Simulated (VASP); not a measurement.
Set up this calculation in VASP 6.6.1, as the native input.

| Property | Result |
| --- | --- |
| Task | single point |
| Functional | HSE06 |
| Potentials or basis | VASP PAW PBE potentials, release 64 (B, As) |
| Cutoff | 520 eV |
| k mesh | 6 × 6 × 6 |
| Occupations | gaussian, width 0.01 eV |
| Spin | no spin polarisation |
| Dipole correction | no |
| Grid for exact exchange (PRECFOCK) | Normal |
| Further INCAR settings | ALGO = Normal; EDIFF = 1e-06; NBANDS = 11 |
| Share of exact exchange | 0.25 |
| Screening parameter | 0.2079 1/Å |

The system is BAs.

```xyz
2
Lattice="0.0000 2.2675 2.2675 2.2675 0.0000 2.2675 2.2675 2.2675 0.0000" Properties=species:S:1:pos:R:3 pbc="T T T"
B     0.0000    0.0000    0.0000
As    1.1337    1.1337    1.1337
```

This cell differs from its parent crystal: strain -5.2%.

One way to write it, as run:

POSCAR

```
BAs
1.0
    0.0000000000      2.2674904884      2.2674904884
    2.2674904884      0.0000000000      2.2674904884
    2.2674904884      2.2674904884      0.0000000000
B As
1 1
Direct
    0.0000000000      0.0000000000      0.0000000000
    0.2500000000      0.2500000000      0.2500000000
```

INCAR.step1

```
SYSTEM = BAs
PREC = Accurate ; ENCUT = 520
EDIFF = 1E-5 ; ISMEAR = 0
SIGMA = 0.01 ; LREAL = .False.
LASPH = .True. ; NELM = 80
ALGO = Normal ; ISIF = 2
LWAVE = .True. ; LCHARG = .False.
NBANDS = 11 ; GGA = PE
```

INCAR.step2

```
SYSTEM = BAs
PREC = Accurate ; ENCUT = 520
EDIFF = 1E-6 ; ISMEAR = 0
SIGMA = 0.01 ; LREAL = .False.
LASPH = .True. ; NELM = 80
ALGO = Normal ; ISIF = 2
LWAVE = .False. ; LCHARG = .False.
GGA = PE ; LHFCALC = .True.
HFSCREEN = 0.2079 ; PRECFOCK = Normal
NBANDS = 11 ; ISTART = 1
```

KPOINTS

```
Automatic mesh
0
Gamma
  6 6 6
  0 0 0
```

Potentials or basis: VASP PAW PBE potentials, release 64 (B, As).

Launch:

```console
$ cat potpaw_PBE.64/B/POTCAR potpaw_PBE.64/As/POTCAR > POTCAR
$ cp INCAR.step1 INCAR
$ mpirun -np 1 vasp_std > vasp.out
$ cp INCAR.step2 INCAR
$ mpirun -np 1 vasp_std > vasp.out
```

Results of the run:

The pressure is 30.4 GPa and the band gap on the k mesh is 1.82 eV (least direct gap 4.34 eV).

Caveat: the cell differs from its parent crystal (strain -5.2%); the cell stands under pressure; the PAW data sets were made with another functional, which shifts forces and pressure a little.

It took 6 min on 1 thread of Intel(R) Xeon(R) Platinum 8375C CPU @ 2.90GHz (Ice Lake) (shared host), peak memory 0.25 GiB.
